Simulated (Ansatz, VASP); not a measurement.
Two plane-wave programs on SiNi

```
CELL_PARAMETERS angstrom
5.38002 0.00000 0.00000
0.00000 3.47162 0.00000
0.00000 0.00000 5.60490
ATOMIC_POSITIONS crystal
Ni 0.99221 0.75000 0.81248
Ni 0.50779 0.25000 0.31248
Ni 0.49221 0.75000 0.68752
Ni 0.00779 0.25000 0.18752
Si 0.67872 0.25000 0.91750
Si 0.82128 0.75000 0.41750
Si 0.17872 0.25000 0.58250
Si 0.32128 0.75000 0.08250
```

Alike in both runs: task single point; functional PBEsol; k mesh 4 × 7 × 4; occupations fermi-dirac, width 0.05 eV; collinear spin.

|  | VASP | Ansatz |
| --- | --- | --- |
| version | VASP 6.6.1 | Ansatz 0.2.0 |
| potentials or method | VASP PAW PBE potentials, release 64 (Ni, Si) | Ansatz PAW |
| plane-wave cutoff (eV) | 520 | 420 |
| valence electrons in the cell | 56 | 88 |

|  | VASP | Ansatz | Ansatz less VASP |
| --- | --- | --- | --- |
| gap on the k mesh at the Fermi level (eV) | none | none | - |
| pressure (GPa) | -15.3 | -15.6 | -0.34 |
| traceless stress, the component that is largest in VASP (GPa) | 3.45 | 3.47 | +0.029 |
| rms of the force components (eV/Å) | 0.088 | 0.090 | +0.0014 |
| net moment per atom (μB) | 0.00 | 0.00 | 0.000 |

VASP's potentials were made for PBE, not for PBEsol. Atom by atom the forces differ by 0.006 eV/Å (rms over components). A gap of «none» marks a metal or a gap that the smearing closes. The functional is the same, so the differences come from potentials, cutoffs and numerics. VASP's potentials hold 56 valence electrons a cell and Ansatz's 88, so a difference there can come from the potentials and not from the codes.
